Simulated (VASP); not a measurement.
# TePb (Fm-3m) in VASP: single point with HSE06

Aim: the single point of TePb with HSE06.

Program: VASP 6.6.1. These are calculated values, not measurements. Logs are shortened: lines on timing, memory, paths and dates and some standing lists are left out, and cuts for length are marked.

## (1) The cell of the first run

The structure is cubic, space group Fm-3m (No. 225). Conventional cell: a = 6.910 Å, b = 6.910 Å, c = 6.910 Å, α = 90.00°, β = 90.00°, γ = 90.00°. Te (site symmetry m-3m) has 6 Pb at 3.46 Å within 4.5 Å. Pb (site symmetry m-3m) has 6 Te at 3.46 Å within 4.5 Å.

## (2) Single point, HSE06 (strain +5.7%)

File POSCAR:

```
TePb
1.0
    0.0000000000      3.4551036739      3.4551036739
    3.4551036739      0.0000000000      3.4551036739
    3.4551036739      3.4551036739      0.0000000000
Te Pb
1 1
Direct
    0.5000000000      0.5000000000      0.5000000000
    0.0000000000      0.0000000000      0.0000000000
```

File INCAR.step1:

```
SYSTEM = TePb
PREC = Accurate
ENCUT = 400
EDIFF = 1E-5
ISMEAR = 0
SIGMA = 0.01
LREAL = .FALSE.
LASPH = .TRUE.
NELM = 120
ALGO = Normal
ISIF = 2
LWAVE = .TRUE.
LCHARG = .FALSE.
NBANDS = 17
GGA = PE
GGA_COMPAT = .FALSE.
```

File INCAR.step2:

```
SYSTEM = TePb
PREC = Accurate
ENCUT = 400
EDIFF = 1E-6
ISMEAR = 0
SIGMA = 0.01
LREAL = .FALSE.
LASPH = .TRUE.
NELM = 120
ALGO = Normal
ISIF = 2
LWAVE = .FALSE.
LCHARG = .FALSE.
GGA = PE
LHFCALC = .TRUE.
HFSCREEN = 0.2079
PRECFOCK = Normal
NBANDS = 17
ISTART = 1
GGA_COMPAT = .FALSE.
```

File KPOINTS:

```
regular mesh
0
G
  6 6 6
  0 0 0
```

Potentials or basis: VASP PAW PBE potentials, release 64 (Te, Pb_d).

Command:

```sh
$ cat potpaw_PBE.64/Te/POTCAR potpaw_PBE.64/Pb_d/POTCAR > POTCAR
$ cp INCAR.step1 INCAR
$ mpirun -np 1 vasp_std > vasp.out
$ cp INCAR.step2 INCAR
$ mpirun -np 1 vasp_std > vasp.out
```

OUTCAR:

```text
SYSTEM = TePb
   PREC = Accurate
   ENCUT = 400
   EDIFF = 1E-6
   ISMEAR = 0
   LREAL = .FALSE.
   LASPH = .TRUE.
   NELM = 120
   ISIF = 2
   GGA = PE
   LHFCALC = .TRUE.
   HFSCREEN = 0.2079
   PRECFOCK = Normal
   ISTART = 1

 ion  position               nearest neighbor table
   1  0.500  0.500  0.500-   2 3.46   2 3.46   2 3.46   2 3.46   2 3.46   2 3.46
   2  0.000  0.000  0.000-   1 3.46   1 3.46   1 3.46   1 3.46   1 3.46   1 3.46

  LATTYP: Found a face centered cubic cell.
 ALAT       =     6.9102073478

  Lattice vectors:

 A1 = (   0.0000000000,   3.4551036739,   3.4551036739)
 A2 = (   3.4551036739,   0.0000000000,   3.4551036739)
 A3 = (   3.4551036739,   3.4551036739,   0.0000000000)

Analysis of symmetry for initial positions (statically):
=====================================================================
 Subroutine PRICEL returns:
 Original cell was already a primitive cell.

 Routine SETGRP: Setting up the symmetry group for a
 face centered cubic supercell.

 Subroutine GETGRP returns: Found 48 space group operations
 (whereof 48 operations were pure point group operations)
 out of a pool of 48 trial point group operations.

The static configuration has the point symmetry O_h .

Analysis of symmetry for dynamics (positions and initial velocities):
=====================================================================
 Subroutine PRICEL returns:
 Original cell was already a primitive cell.

 Routine SETGRP: Setting up the symmetry group for a
 face centered cubic supercell.

 Subroutine GETGRP returns: Found 48 space group operations
 (whereof 48 operations were pure point group operations)
 out of a pool of 48 trial point group operations.

The dynamic configuration has the point symmetry O_h .

 Subroutine INISYM returns: Found 48 space group operations
 (whereof 48 operations are pure point group operations),
 and found     1 'primitive' translations

----------------------------------------------------------------------------------------

                                     Primitive cell

  volume of cell :      82.4923

  direct lattice vectors                    reciprocal lattice vectors
     0.000000000  3.455103674  3.455103674    -0.144713458  0.144713458  0.144713458
     3.455103674  0.000000000  3.455103674     0.144713458 -0.144713458  0.144713458
     3.455103674  3.455103674  0.000000000     0.144713458  0.144713458 -0.144713458

  length of vectors
     4.886254475  4.886254475  4.886254475     0.250651062  0.250651062  0.250651062

  position of ions in fractional coordinates (direct lattice)
     0.500000000  0.500000000  0.500000000
     0.000000000  0.000000000  0.000000000

  ion indices of the primitive-cell ions
   primitive index   ion index
                 1           1
                 2           2

----------------------------------------------------------------------------------------

 KPOINTS: regular mesh

Automatic generation of k-mesh.
 Grid dimensions read from file:
 generate k-points for:    6    6    6

 Generating k-lattice:

  Cartesian coordinates                     Fractional coordinates (reciprocal lattice)
    -0.024118910  0.024118910  0.024118910     0.166666667  0.000000000  0.000000000
     0.024118910 -0.024118910  0.024118910     0.000000000  0.166666667  0.000000000
     0.024118910  0.024118910 -0.024118910     0.000000000  0.000000000  0.166666667

  Length of vectors
     0.041775177  0.041775177  0.041775177

  Shift w.r.t. Gamma in fractional coordinates (k-lattice)
     0.000000000  0.000000000  0.000000000

 Subroutine IBZKPT returns following result:
 ===========================================

 Found     16 irreducible k-points:

 Following reciprocal coordinates:
            Coordinates               Weight
  0.000000  0.000000  0.000000      1.000000
  0.166667  0.000000  0.000000      8.000000
  0.333333  0.000000  0.000000      8.000000
  0.500000  0.000000  0.000000      4.000000
  0.166667  0.166667  0.000000      6.000000
  0.333333  0.166667  0.000000     24.000000
[... 8 lines left out ...]
 -0.333333  0.333333  0.166667     24.000000
 -0.333333  0.500000  0.166667     12.000000
   k-points           NKPTS =     16   k-points in BZ     NKDIM =    216   number of bands    NBANDS=     17
   number of dos      NEDOS =    301   number of ions     NIONS =      2
   total plane-waves  NPLWV =  32768
   dimension x,y,z NGX =    32 NGY =   32 NGZ =   32
   dimension x,y,z NGXF=    64 NGYF=   64 NGZF=   64
   ions per type =               1   1
   NGX,Y,Z   is equivalent  to a cutoff of  10.89, 10.89, 10.89 a.u.
   NGXF,Y,Z  is equivalent  to a cutoff of  21.77, 21.77, 21.77 a.u.
 SYSTEM =  TePb
   PREC   = accura    normal or accurate (medium, high low for compatibility)
   ISTART =      1    job   : 0-new  1-cont  2-samecut
   ICHARG =      0    charge: 1-file 2-atom 10-const
   ISPIN  =      1    spin polarized calculation?
   LNONCOLLINEAR =      F non collinear calculations
   LSORBIT =      F    spin-orbit coupling
   LASPH  =      T    aspherical Exc in radial PAW
   ENCUT  =  400.0 eV  29.40 Ry    5.42 a.u.   7.97  7.97  7.97*2*pi/ulx,y,z
   NELM   =    120;   NELMIN=  2; NELMDL=  0     # of ELM steps
   EDIFF  = 0.1E-05   stopping-criterion for ELM
   LREAL  =      F    real-space projection
   EDIFFG = 0.1E-04   stopping-criterion for IOM
   NSW    =      0    number of steps for IOM
   IBRION =     -1    ionic relax: 0-MD 1-quasi-New 2-CG
   NFREE  =      0    steps in history (QN), initial steepest desc. (CG)
   ISIF   =      2    stress and relaxation
   ISYM   =      3    0-nonsym 1-usesym 2-fastsym
   POTIM  = 0.5000    time-step for ionic-motion
   TEBEG  =    0.0;   TEEND  =   0.0 temperature during run
   PSTRESS=    0.0 pullay stress
   NELECT =      20.0000    total number of electrons
   NUPDOWN=      -1.0000    fix difference up-down
   EMIN   =  10.00;   EMAX   =-10.00  energy-range for DOS
   EFERMI =   0.00;   METHOD = LEGACY
   ISMEAR =     0;   SIGMA  =   0.01  broadening in eV -4-tet -1-fermi 0-gaus
   EFERMI_NEDOS =   21; number of points for ismear=-14 and -15
   IALGO  =     38    algorithm
   IMIX   =      1    mixing-type and parameters
     AMIX     =   0.40;   BMIX     =  1.00
     AMIX_MAG =   1.60;   BMIX_MAG =  1.00
  volume/ion in A,a.u.               =      41.25       278.34
  Fermi-wavevector in a.u.,A,eV,Ry     =   1.020815  1.929061 14.178134  1.042063
  Thomas-Fermi vector in A             =   2.154405
   LORBIT       =      0    0 simple, 1 ext, 2 COOP (PROOUT), +10 PAW based schemes
   GGA     = PE    functional components
   LHFCALC =     T    Hartree Fock is set to
   PRECFOCK=normal    Normal, Fast or Accurate (Low or Medium for compatibility)
   ENCUT4O =  -1.0   cutoff for four orbital integrals eV
   NKREDX  =     1    reduce k-point grid by
   NKREDY  =     1    reduce k-point grid by
   NKREDZ  =     1    reduce k-point grid by
   AEXX    =    0.2500 exact exchange contribution
   HFSCREEN=    0.2079 screening length (either q_TF or 0.3 A-1)
   HFSCREENC=   0.2079 screening length for correlation (either q_TF or 0.3 A-1)
   ENCUTFOCK=  -1.0 apply spherical cutoff to Coloumb kernel
   IVDW    =     0    specifies the selected vdW correction
   LEPSILON=     F    determine dielectric tensor
   LRPA    =     F    only Hartree local field effects (RPA)
 non-spin polarized calculation
 Gauss-broadening in eV      SIGMA  =   0.01
  energy-cutoff  :      400.00
  volume of cell :       82.49
 maximum number of plane-waves:      1524
  NGX = 24; NGY = 24; NGZ = 24

 number of electron      20.0000002 magnetization

 Free energy of the ion-electron system (eV)
  ---------------------------------------------------
  ext. energy  EPLUGINS =         0.00000000
  ---------------------------------------------------
  free energy    TOTEN  =        -8.72667264 eV

  energy without entropy =       -8.72667264  energy(sigma->0) =       -8.72667264

 E-fermi :   3.0282     XC(G=0):  -7.0700

 val. band max:        2.9699603815   @ k =   0.5000   0.0000   0.0000
 cond. band min:       4.4256806611   @ k =   0.5000   0.0000   0.0000
 fundamental gap:      1.4557202797
 Fermi energy:         3.0282022808

 k-point     1 :       0.0000    0.0000    0.0000
  band No.  band energies     occupation
      1     -15.3910      2.00000
      2     -15.3910      2.00000
      3     -15.3887      2.00000
      4     -15.3887      2.00000
      5     -15.3887      2.00000
      6      -8.6991      2.00000
[... 9 lines left out ...]
     16       9.7736      0.00000
     17      10.3803      0.00000

 k-point     2 :       0.1667    0.0000    0.0000
  band No.  band energies     occupation
      1     -15.3926      2.00000
      2     -15.3926      2.00000
      3     -15.3883      2.00000
      4     -15.3870      2.00000
      5     -15.3870      2.00000
      6      -8.5055      2.00000
[... 9 lines left out ...]
     16      10.2357      0.00000
     17      11.8711      0.00000

 k-point     3 :       0.3333    0.0000    0.0000
  band No.  band energies     occupation
      1     -15.3963      2.00000
      2     -15.3963      2.00000
      3     -15.3876      2.00000
      4     -15.3832      2.00000
      5     -15.3832      2.00000
      6      -7.9985      2.00000
[... 9 lines left out ...]
     16      11.5019      0.00000
     17      13.7847      0.00000

 k-point     4 :       0.5000    0.0000    0.0000
  band No.  band energies     occupation
      1     -15.3981      2.00000
      2     -15.3981      2.00000
      3     -15.3872      2.00000
      4     -15.3812      2.00000
      5     -15.3812      2.00000
      6      -7.6117      2.00000
[... 9 lines left out ...]
     16      13.0368      0.00000
     17      13.0368      0.00000
[... 183 lines left out ...]
      1     -15.4036      2.00000
      2     -15.3921      2.00000
      3     -15.3884      2.00000
      4     -15.3820      2.00000
      5     -15.3808      2.00000
      6      -7.6768      2.00000
[... 9 lines left out ...]
     16      12.7961      0.00000
     17      12.9673      0.00000

 k-point    15 :      -0.3333    0.3333    0.1667
  band No.  band energies     occupation
      1     -15.4043      2.00000
      2     -15.3935      2.00000
      3     -15.3854      2.00000
      4     -15.3845      2.00000
      5     -15.3793      2.00000
      6      -7.4353      2.00000
[... 9 lines left out ...]
     16      13.9044      0.00000
     17      13.9318      0.00000

 k-point    16 :      -0.3333    0.5000    0.1667
  band No.  band energies     occupation
      1     -15.4087      2.00000
      2     -15.3903      2.00000
      3     -15.3890      2.00000
      4     -15.3817      2.00000
      5     -15.3779      2.00000
      6      -7.4019      2.00000
[... 9 lines left out ...]
     16      13.7245      0.00000
     17      14.5485      0.00000

------------------------ aborting loop because EDIFF is reached ----------------------------------------

  FORCE on cell =-STRESS in cart. coord.  units (eV):
  Direction    XX          YY          ZZ          XY          YZ          ZX
  --------------------------------------------------------------------------------------
  -------------------------------------------------------------------------------------
  Total       -2.6233787     -2.6233787     -2.6233787      0.0000000      0.0000000     -0.0000000
  in kB      -50.9516594    -50.9516594    -50.9516594      0.0000000      0.0000000     -0.0000000
  external PRESSURE =     -50.9516594 kB  Pullay stress =       0.0000000 kB

 VOLUME and BASIS-vectors are now :
 -----------------------------------------------------------------------------
  energy-cutoff  :      400.00
  volume of cell :       82.49
      direct lattice vectors                 reciprocal lattice vectors
     0.000000000  3.455103674  3.455103674    -0.144713458  0.144713458  0.144713458
     3.455103674  0.000000000  3.455103674     0.144713458 -0.144713458  0.144713458
     3.455103674  3.455103674  0.000000000     0.144713458  0.144713458 -0.144713458

 POSITION                                       TOTAL-FORCE (eV/Angst)
 -----------------------------------------------------------------------------------
      3.45510      3.45510      3.45510         0.000000     -0.000000     -0.000000
      0.00000      0.00000      0.00000        -0.000000      0.000000      0.000000
 -----------------------------------------------------------------------------------
    total drift:                               -0.000008      0.000010      0.000012

  FREE ENERGIE OF THE ION-ELECTRON SYSTEM (eV)
  ---------------------------------------------------
  free  energy   TOTEN  =        -8.7266726419 eV

  energy  without entropy=       -8.7266726419  energy(sigma->0) =       -8.72667264
```

It took 60 min on 1 thread of Intel Xeon Platinum 8259CL at 2.50GHz (Skylake/Cascade Lake), shared host; peak memory 0.31 GiB.

Results:

```
Free energy            : -8.7267 eV
Pressure               : -5.1 GPa
Band gap on the k mesh : 1.46 eV
```

Levels at points of the mesh, in eV from the valence-band top:
| k point | band 7 | band 8 | band 9 | band 10 | band 11 | band 12 | band 13 | band 14 |
| --- | --- | --- | --- | --- | --- | --- | --- | --- |
| (0.00, 0.00, 0.00) | -6.41 | -0.81 | -0.81 | -0.81 | 4.48 | 4.48 | 4.48 | 6.80 |
| (0.50, 0.00, 0.00) | -8.44 | -0.45 | -0.45 | 0.00 | 1.46 | 2.11 | 2.11 | 8.89 |
| (0.50, 0.50, 0.00) | -7.59 | -3.49 | -2.02 | -2.02 | 4.54 | 5.53 | 5.53 | 6.46 |

Caveat: the cell differs from its parent crystal (strain +5.7%); the cell stands under tension; the PAW data sets were made with another functional, which shifts forces and pressure a little; spin-orbit coupling is left out, which moves the levels of the heavy elements. A k mesh can miss the band edges.
